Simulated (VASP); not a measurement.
Set up this calculation in VASP 6.6.1, as the native input.

* Task: single point
* Functional: LDA
* Potentials or basis: VASP PAW LDA potentials, release 64 (In_d, As)
* Cutoff: 520 eV
* k mesh: 11 × 11 × 11
* Occupations: fermi-dirac, width 0.08 eV
* Spin: no spin polarisation
* Dipole correction: no
* Further INCAR settings: ALGO = Normal; EDIFF = 1e-06; NBANDS = 16

The structure of InAs (zincblende type) lies in POSCAR:

```
InAs
1.0
    0.0000000000      2.8877328299      2.8877328299
    2.8877328299      0.0000000000      2.8877328299
    2.8877328299      2.8877328299      0.0000000000
In As
1 1
Direct
    0.0000000000      0.0000000000      0.0000000000
    0.2500000000      0.2500000000      0.2500000000
```

This cell differs from its parent crystal: volume scaled by 0.88.

One way to write it, as run:

INCAR

```
SYSTEM = InAs
  ALGO = Normal
  EDIFF = 1E-6
  ENCUT = 520
  GGA = CA
  ISIF = 2
  ISMEAR = -1
  LASPH = .TRUE.
  LCHARG = .FALSE.
  LREAL = .FALSE.
  LWAVE = .FALSE.
  NBANDS = 16
  NELM = 80
  PREC = Accurate
  SIGMA = 0.08
```

KPOINTS

```
k-points
0
G
  11 11 11
  0 0 0
```

Potentials or basis: VASP PAW LDA potentials, release 64 (In_d, As).

Launch:

```bash
$ cat potpaw_LDA.64/In_d/POTCAR potpaw_LDA.64/As/POTCAR > POTCAR
$ mpirun -np 1 vasp_std > vasp.out
```

Results of the run:

* Pressure: 10.6 GPa
* Band gap on the k mesh: 0.31 eV, direct

Caveat: spin-orbit coupling is left out, which moves the levels of the heavy elements.

It took 26 s on 1 thread of Intel(R) Xeon(R) Platinum 8559C (Emerald Rapids), on a shared host, peak memory 0.17 GiB.
